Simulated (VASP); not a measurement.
# B (Pm-3m) in VASP: a series of runs

B is run at these levels: PBEsol; tasks: single point, relaxation of cell and atoms.

Everything below comes from runs of VASP 6.6.1. Logs are shortened: lines on timing, memory, paths and dates and some standing lists are left out, and cuts for length are marked.

**1. The cell of the first run**

The structure is cubic, space group Pm-3m (No. 221). Conventional cell: a = 1.877 Å, b = 1.877 Å, c = 1.877 Å, α = 90.00°, β = 90.00°, γ = 90.00°. B (site symmetry m-3m) has 6 B at 1.88 Å within 2.5 Å.

**2. Single point, PBEsol**

The input, INCAR:

```
SYSTEM = B
PREC = Accurate ; ENCUT = 520
EDIFF = 1E-6 ; ISMEAR = 0
SIGMA = 0.1 ; LREAL = .FALSE.
LASPH = .TRUE. ; NELM = 60
ALGO = Normal ; ISIF = 2
LWAVE = .FALSE. ; LCHARG = .FALSE.
GGA = PS ; NBANDS = 22
```

The input, KPOINTS:

```
regular mesh
0
G
  6 6 6
  0 0 0
```

The input, POSCAR:

```
B
1.0
    3.7546282042      0.0000000000      0.0000000000
    0.0000000000      3.7546282042      0.0000000000
    0.0000000000      0.0000000000      3.7546282042
B
8
Direct
    0.0000000000      0.0000000000      0.0000000000
    0.0000000000      0.0000000000      0.5000000000
    1.0000000000      0.5000000000      0.0000000000
    0.0000000000      0.5000000000      0.5000000000
    0.5000000000      0.0000000000      0.0000000000
    0.5000000000      0.0000000000      0.5000000000
    0.5000000000      0.5000000000      0.0000000000
    0.5000000000      0.5000000000      0.5000000000
```

Potentials or basis: VASP PAW PBE potentials, release 64 (B).

Command:

```sh
> cat potpaw_PBE.64/B/POTCAR > POTCAR
> mpirun -np 1 vasp_std > vasp.out
```

OUTCAR:

```text
SYSTEM = B
   PREC = Accurate
   ENCUT = 520
   EDIFF = 1E-6
   ISMEAR = 0
   LREAL = .FALSE.
   LASPH = .TRUE.
   NELM = 60
   ISIF = 2
   GGA = PS

 ion  position               nearest neighbor table
   1  0.000  0.000  0.000-   2 1.88   3 1.88   5 1.88   2 1.88   3 1.88   5 1.88
   2  0.000  0.000  0.500-   1 1.88   4 1.88   6 1.88   1 1.88   4 1.88   6 1.88
   3  0.000  0.500  0.000-   1 1.88   4 1.88   7 1.88   4 1.88   1 1.88   7 1.88
   4  0.000  0.500  0.500-   2 1.88   3 1.88   8 1.88   3 1.88   2 1.88   8 1.88
   5  0.500  0.000  0.000-   1 1.88   6 1.88   7 1.88   6 1.88   7 1.88   1 1.88
   6  0.500  0.000  0.500-   2 1.88   5 1.88   8 1.88   5 1.88   8 1.88   2 1.88
   7  0.500  0.500  0.000-   3 1.88   5 1.88   8 1.88   8 1.88   5 1.88   3 1.88
   8  0.500  0.500  0.500-   4 1.88   6 1.88   7 1.88   7 1.88   6 1.88   4 1.88

  LATTYP: Found a simple cubic cell.
 ALAT       =     3.7546282042

  Lattice vectors:

 A1 = (   3.7546282042,   0.0000000000,   0.0000000000)
 A2 = (   0.0000000000,   3.7546282042,   0.0000000000)
 A3 = (   0.0000000000,   0.0000000000,   3.7546282042)

Analysis of symmetry for initial positions (statically):
=====================================================================
 Subroutine PRICEL returns following result:

  LATTYP: Found a simple cubic cell.
 ALAT       =     1.8773141021

  Lattice vectors:

 A1 = (   1.8773141021,   0.0000000000,   0.0000000000)
 A2 = (   0.0000000000,   1.8773141021,   0.0000000000)
 A3 = (   0.0000000000,   0.0000000000,   1.8773141021)

   8 primitive cells build up your supercell.

 Routine SETGRP: Setting up the symmetry group for a
 simple cubic supercell.

 Subroutine GETGRP returns: Found 48 space group operations
 (whereof 48 operations were pure point group operations)
 out of a pool of 48 trial point group operations.

The static configuration has the point symmetry O_h .

Analysis of symmetry for dynamics (positions and initial velocities):
=====================================================================
 Subroutine PRICEL returns following result:

  LATTYP: Found a simple cubic cell.
 ALAT       =     1.8773141021

  Lattice vectors:

 A1 = (   1.8773141021,   0.0000000000,   0.0000000000)
 A2 = (   0.0000000000,   1.8773141021,   0.0000000000)
 A3 = (   0.0000000000,   0.0000000000,   1.8773141021)

   8 primitive cells build up your supercell.

 Routine SETGRP: Setting up the symmetry group for a
 simple cubic supercell.

 Subroutine GETGRP returns: Found 48 space group operations
 (whereof 48 operations were pure point group operations)
 out of a pool of 48 trial point group operations.

The dynamic configuration has the point symmetry O_h .

 Subroutine INISYM returns: Found 48 space group operations
 (whereof 48 operations are pure point group operations),
 and found     8 'primitive' translations

----------------------------------------------------------------------------------------

                                     Primitive cell

  volume of cell :       6.6162

  direct lattice vectors                    reciprocal lattice vectors
     1.877314102  0.000000000  0.000000000     0.532675911  0.000000000  0.000000000
     0.000000000  1.877314102  0.000000000     0.000000000  0.532675911  0.000000000
     0.000000000  0.000000000  1.877314102     0.000000000  0.000000000  0.532675911

  length of vectors
     1.877314102  1.877314102  1.877314102     0.532675911  0.532675911  0.532675911

  position of ions in fractional coordinates (direct lattice)
     0.000000000  0.000000000  0.000000000

  ion indices of the primitive-cell ions
   primitive index   ion index
                 1           1

----------------------------------------------------------------------------------------

 KPOINTS: regular mesh

Automatic generation of k-mesh.
 Grid dimensions read from file:
 generate k-points for:    6    6    6

 Generating k-lattice:

  Cartesian coordinates                     Fractional coordinates (reciprocal lattice)
     0.044389659  0.000000000  0.000000000     0.166666667  0.000000000  0.000000000
     0.000000000  0.044389659  0.000000000     0.000000000  0.166666667  0.000000000
     0.000000000  0.000000000  0.044389659     0.000000000  0.000000000  0.166666667

  Length of vectors
     0.044389659  0.044389659  0.044389659

  Shift w.r.t. Gamma in fractional coordinates (k-lattice)
     0.000000000  0.000000000  0.000000000

 Subroutine IBZKPT returns following result:
 ===========================================

 Found     20 irreducible k-points:

 Following reciprocal coordinates:
            Coordinates               Weight
  0.000000  0.000000  0.000000      1.000000
  0.166667  0.000000  0.000000      6.000000
  0.333333  0.000000  0.000000      6.000000
  0.500000  0.000000  0.000000      3.000000
  0.166667  0.166667  0.000000     12.000000
  0.333333  0.166667  0.000000     24.000000
[... 12 lines left out ...]
  0.500000  0.500000  0.333333      6.000000
  0.500000  0.500000  0.500000      1.000000
   k-points           NKPTS =     20   k-points in BZ     NKDIM =     20   number of bands    NBANDS=     22
   number of dos      NEDOS =    301   number of ions     NIONS =      8
   total plane-waves  NPLWV =  21952
   dimension x,y,z NGX =    28 NGY =   28 NGZ =   28
   dimension x,y,z NGXF=    56 NGYF=   56 NGZF=   56
   ions per type =               8
   NGX,Y,Z   is equivalent  to a cutoff of  12.40, 12.40, 12.40 a.u.
   NGXF,Y,Z  is equivalent  to a cutoff of  24.80, 24.80, 24.80 a.u.
 SYSTEM =  B
   PREC   = accura    normal or accurate (medium, high low for compatibility)
   ISTART =      0    job   : 0-new  1-cont  2-samecut
   ICHARG =      2    charge: 1-file 2-atom 10-const
   ISPIN  =      1    spin polarized calculation?
   LNONCOLLINEAR =      F non collinear calculations
   LSORBIT =      F    spin-orbit coupling
   LASPH  =      T    aspherical Exc in radial PAW
   ENCUT  =  520.0 eV  38.22 Ry    6.18 a.u.   6.98  6.98  6.98*2*pi/ulx,y,z
   NELM   =     60;   NELMIN=  2; NELMDL= -5     # of ELM steps
   EDIFF  = 0.1E-05   stopping-criterion for ELM
   LREAL  =      F    real-space projection
   EDIFFG = 0.1E-04   stopping-criterion for IOM
   NSW    =      0    number of steps for IOM
   IBRION =     -1    ionic relax: 0-MD 1-quasi-New 2-CG
   NFREE  =      0    steps in history (QN), initial steepest desc. (CG)
   ISIF   =      2    stress and relaxation
   ISYM   =      2    0-nonsym 1-usesym 2-fastsym
   POTIM  = 0.5000    time-step for ionic-motion
   TEBEG  =    0.0;   TEEND  =   0.0 temperature during run
   PSTRESS=    0.0 pullay stress
   NELECT =      24.0000    total number of electrons
   NUPDOWN=      -1.0000    fix difference up-down
   EMIN   =  10.00;   EMAX   =-10.00  energy-range for DOS
   EFERMI =   0.00;   METHOD = LEGACY
   ISMEAR =     0;   SIGMA  =   0.10  broadening in eV -4-tet -1-fermi 0-gaus
   EFERMI_NEDOS =   21; number of points for ismear=-14 and -15
   IALGO  =     38    algorithm
   IMIX   =      4    mixing-type and parameters
     AMIX     =   0.40;   BMIX     =  1.00
     AMIX_MAG =   1.60;   BMIX_MAG =  1.00
  volume/ion in A,a.u.               =       6.62        44.65
  Fermi-wavevector in a.u.,A,eV,Ry     =   1.257704  2.376715 21.521945  1.581818
  Thomas-Fermi vector in A             =   2.391349
   LORBIT       =      0    0 simple, 1 ext, 2 COOP (PROOUT), +10 PAW based schemes
   GGA     = PS    functional components
   LHFCALC =     F    Hartree Fock is set to
   AEXX    =    0.0000 exact exchange contribution
   IVDW    =     0    specifies the selected vdW correction
   LEPSILON=     F    determine dielectric tensor
   LRPA    =     F    only Hartree local field effects (RPA)
 non-spin polarized calculation
 Gauss-broadening in eV      SIGMA  =   0.10
  energy-cutoff  :      520.00
  volume of cell :       52.93
 maximum number of plane-waves:      1452
 NGX is ok and might be reduce to    28

 number of electron      23.9999999 magnetization

 Free energy of the ion-electron system (eV)
  ---------------------------------------------------
  ext. energy  EPLUGINS =         0.00000000
  ---------------------------------------------------
  free energy    TOTEN  =       -47.74700446 eV

  energy without entropy =      -47.72991416  energy(sigma->0) =      -47.73845931

 E-fermi :   7.3279     XC(G=0): -12.4714

 val. band max:        7.2408108995   @ k =   0.5000   0.0000   0.0000
 cond. band min:       7.3466653125   @ k =   0.3333   0.3333   0.1667
 fundamental gap:      0.1058544130
 Fermi energy:         7.3279118495

 k-point     1 :       0.0000    0.0000    0.0000
  band No.  band energies     occupation
      1      -8.7701      2.00000
      2      -1.2370      2.00000
      3      -1.2370      2.00000
      4      -1.2370      2.00000
      5       0.9408      2.00000
      6       0.9408      2.00000
[... 14 lines left out ...]
     21      15.1994      0.00000
     22      15.1994      0.00000

 k-point     2 :       0.1667    0.0000    0.0000
  band No.  band energies     occupation
      1      -8.5325      2.00000
      2      -2.9579      2.00000
      3      -0.9750      2.00000
      4      -0.9750      2.00000
      5       1.1137      2.00000
      6       1.1137      2.00000
[... 14 lines left out ...]
     21      16.5930      0.00000
     22      16.5930      0.00000

 k-point     3 :       0.3333    0.0000    0.0000
  band No.  band energies     occupation
      1      -7.8212      2.00000
      2      -5.0025      2.00000
      3      -0.1990      2.00000
      4      -0.1990      2.00000
      5       1.6251      2.00000
      6       1.6251      2.00000
[... 14 lines left out ...]
     21      16.3540      0.00000
     22      19.7508      0.00000
[... 376 lines left out ...]
 k-point    19 :       0.5000    0.5000    0.3333
  band No.  band energies     occupation
      1      -3.5669      2.00000
      2      -3.5669      2.00000
      3      -3.5669      2.00000
      4      -3.5669      2.00000
      5      -0.7800      2.00000
      6      -0.7800      2.00000
[... 14 lines left out ...]
     21      14.2296      0.00000
     22      14.2296      0.00000

 k-point    20 :       0.5000    0.5000    0.5000
  band No.  band energies     occupation
      1      -2.3956      2.00000
      2      -2.3956      2.00000
      3      -2.3956      2.00000
      4      -2.3956      2.00000
      5      -2.3956      2.00000
      6      -2.3956      2.00000
[... 14 lines left out ...]
     21      12.1433      0.00000
     22      12.1433      0.00000

------------------------ aborting loop because EDIFF is reached ----------------------------------------

  FORCE on cell =-STRESS in cart. coord.  units (eV):
  Direction    XX          YY          ZZ          XY          YZ          ZX
  --------------------------------------------------------------------------------------
  -------------------------------------------------------------------------------------
  Total        0.3375984      0.3375984      0.3375984      0.0000000      0.0000000     -0.0000000
  in kB       10.2190403     10.2190403     10.2190403      0.0000000      0.0000000     -0.0000000
  external PRESSURE =      10.2190403 kB  Pullay stress =       0.0000000 kB

 VOLUME and BASIS-vectors are now :
 -----------------------------------------------------------------------------
  energy-cutoff  :      520.00
  volume of cell :       52.93
      direct lattice vectors                 reciprocal lattice vectors
     3.754628204  0.000000000  0.000000000     0.266337956  0.000000000  0.000000000
     0.000000000  3.754628204  0.000000000     0.000000000  0.266337956  0.000000000
     0.000000000  0.000000000  3.754628204     0.000000000  0.000000000  0.266337956

 POSITION                                       TOTAL-FORCE (eV/Angst)
 -----------------------------------------------------------------------------------
      0.00000      0.00000      0.00000         0.000000      0.000000      0.000000
      0.00000      0.00000      1.87731        -0.000000      0.000000      0.000000
      0.00000      1.87731      0.00000        -0.000000     -0.000000      0.000000
      0.00000      1.87731      1.87731         0.000000      0.000000     -0.000000
      1.87731      0.00000      0.00000         0.000000     -0.000000      0.000000
      1.87731      0.00000      1.87731         0.000000      0.000000      0.000000
      1.87731      1.87731      0.00000         0.000000     -0.000000      0.000000
      1.87731      1.87731      1.87731        -0.000000      0.000000     -0.000000
 -----------------------------------------------------------------------------------
    total drift:                                0.000000      0.000000      0.000000

  FREE ENERGIE OF THE ION-ELECTRON SYSTEM (eV)
  ---------------------------------------------------
  free  energy   TOTEN  =       -47.7470044556 eV

  energy  without entropy=      -47.7299141550  energy(sigma->0) =      -47.73845931
```

Wall time 10 s (1 thread of Intel Xeon 6975P-C, shared host); peak memory 0.15 GiB.

What came out:

| Item | Value |
| --- | --- |
| Free energy | -47.7470 eV |
| Pressure | 1.0 GPa |
| Band gap on the k mesh | zero (band 12 reaches 12.14 eV, above the bottom of band 13 at 5.15 eV) |

Caveat: the PAW data sets were made with another functional, which shifts forces and pressure a little.

**3. Single point, PBEsol**

This run uses another cell than the first one: it holds 1 atom, not 8.

The input, INCAR:

```
SYSTEM = B
PREC     = Accurate       ! precision mode
ENCUT    = 520            ! plane-wave cutoff, eV
EDIFF    = 1E-6           ! SCF threshold, eV
ISMEAR   = 0              ! smearing method
SIGMA    = 0.1            ! smearing width, eV
LREAL    = .False.        ! projectors in reciprocal space
LASPH    = .True.         ! aspherical terms in the spheres
NELM     = 60             ! most SCF steps
ALGO     = Normal         ! electronic algorithm
ISIF     = 2              ! what is computed and relaxed
LWAVE    = .False.        ! write WAVECAR
LCHARG   = .True.         ! write CHGCAR
GGA      = PS             ! functional
LELF     = .True.         ! ELF
LVHAR    = .True.       
NBANDS   = 8              ! bands
```

The input, KPOINTS:

```
regular mesh
0
Gamma
  28 28 28
  0 0 0
```

The input, POSCAR:

```
B
1.0
    1.8773141021      0.0000000000      0.0000000000
    0.0000000000      1.8773141021      0.0000000000
    0.0000000000      0.0000000000      1.8773141021
B
1
Direct
    0.0000000000      0.0000000000      0.0000000000
```

Potentials or basis: VASP PAW PBE potentials, release 64 (B).

Command:

```sh
> cat potpaw_PBE.64/B/POTCAR > POTCAR
> mpirun -np 1 vasp_std > vasp.out
```

It took 8.5 s on 1 thread of Intel Xeon 6975P-C, shared host; peak memory 0.13 GiB.

It converged, with:

```yaml
Free_energy: -5.9817 eV
Pressure: 0.3 GPa
```

Levels at points of the mesh, in eV from the Fermi level:
```tsv
k point	band 1	band 2	band 3	band 4	band 5	band 6	band 7
(0.00, 0.00, 0.00)	-15.92	13.74	13.74	13.74	24.20	24.20	33.33
(0.50, 0.00, 0.00)	-8.38	-6.21	17.68	17.68	30.09	31.61	36.65
(0.50, 0.50, 0.00)	-1.99	-1.99	4.47	8.05	20.89	40.58	40.58
(0.50, 0.50, 0.50)	3.46	3.46	3.46	16.61	16.61	16.61	18.24
```

Caveat: the PAW data sets were made with another functional, which shifts forces and pressure a little.

**4. Relaxation of cell and atoms, PBEsol**

This run uses another cell than the first one: it holds 1 atom, not 8.

The input, INCAR:

```
SYSTEM = B
PREC = Accurate
ENCUT = 600
EDIFF = 1E-7
ISMEAR = 0
SIGMA = 0.1
LREAL = .FALSE.
LASPH = .TRUE.
NELM = 60
ALGO = Normal
ISIF = 3
LWAVE = .FALSE.
LCHARG = .FALSE.
GGA = PS
IBRION = 2
NSW = 100
EDIFFG = -0.01
```

The input, KPOINTS:

```
regular mesh
0
G
  28 28 28
  0 0 0
```

The input, POSCAR:

```
B
1.0
    1.8820693293      0.0000000000      0.0000000000
    0.0000000000      1.8820693293      0.0000000000
    0.0000000000      0.0000000000      1.8820693293
B
1
Direct
    0.0000000000      0.0000000000      0.0000000000
```

Command:

```sh
> cat potpaw_PBE.64/B/POTCAR > POTCAR
> mpirun -np 1 vasp_std > vasp.out
```

It took 11 s on 1 thread of Intel Xeon 6975P-C, shared host; peak memory 0.13 GiB.

It converged, with:

```
Free energy                            : -5.9828 eV
Relaxed volume                         : 6.62 Å³/atom
Relaxed cell                           : a = 1.878 Å, b = 1.878 Å, c = 1.878 Å, α = 90.00°, β = 90.00°, γ = 90.00°
Space group after relaxing (to 0.05 Å) : Pm-3m (No. 221)
Energy gained by relaxing              : 0.2 meV/atom
Ionic steps                            : 3
Pressure after relaxing                : 0.0 GPa
```

The path:
```
step  energy change (eV)  largest force (eV/Å)  pressure (GPa)  volume (Å³)
   1              0.0000                0.0000           -1.55         6.67
   2             -0.0002                0.0000            0.69         6.60
   3             -0.0002                0.0000            0.01         6.62
```

Final structure:
```
CELL_PARAMETERS angstrom
1.87799 0.00000 0.00000
0.00000 1.87799 0.00000
0.00000 0.00000 1.87799
ATOMIC_POSITIONS crystal
B 0.00000 0.00000 0.00000
```

Levels at points of the mesh, in eV from the Fermi level:
| k point | band 1 | band 2 | band 3 | band 4 | band 5 |
| --- | --- | --- | --- | --- | --- |
| (0.00, 0.00, 0.00) | -15.91 | 13.73 | 13.73 | 13.73 | 24.18 |
| (0.50, 0.00, 0.00) | -8.38 | -6.20 | 17.66 | 17.66 | 30.07 |
| (0.50, 0.50, 0.00) | -1.99 | -1.99 | 4.46 | 8.05 | 20.87 |
| (0.50, 0.50, 0.50) | 3.45 | 3.45 | 3.45 | 16.60 | 16.60 |

Caveat: the PAW data sets were made with another functional, which shifts forces and pressure a little.

**5. The runs side by side**

| task | cell | k mesh | cutoff (eV) | gap on the mesh (eV) | pressure (GPa) |
| --- | --- | --- | --- | --- | --- |
| single point | a = 3.755 Å, 8 atoms | 6 × 6 × 6 | 520 | none | 1.0 |
| single point | a = 1.877 Å, 1 atom | 28 × 28 × 28 | 520 | none | 0.3 |
| relaxation of cell and atoms | relaxed from a = 1.882 Å, 1 atom | 28 × 28 × 28 | 600 | none | 0.0 |

Alike in all rows: level PBEsol; potentials or basis VASP PAW PBE potentials, release 64 (B); no spin polarisation; smearing gaussian 0.1 eV.

Caveats: the PAW data sets were made with another functional, which shifts forces and pressure a little.

Total energies depend on the potentials used, so only differences within one code and one set of settings carry meaning.
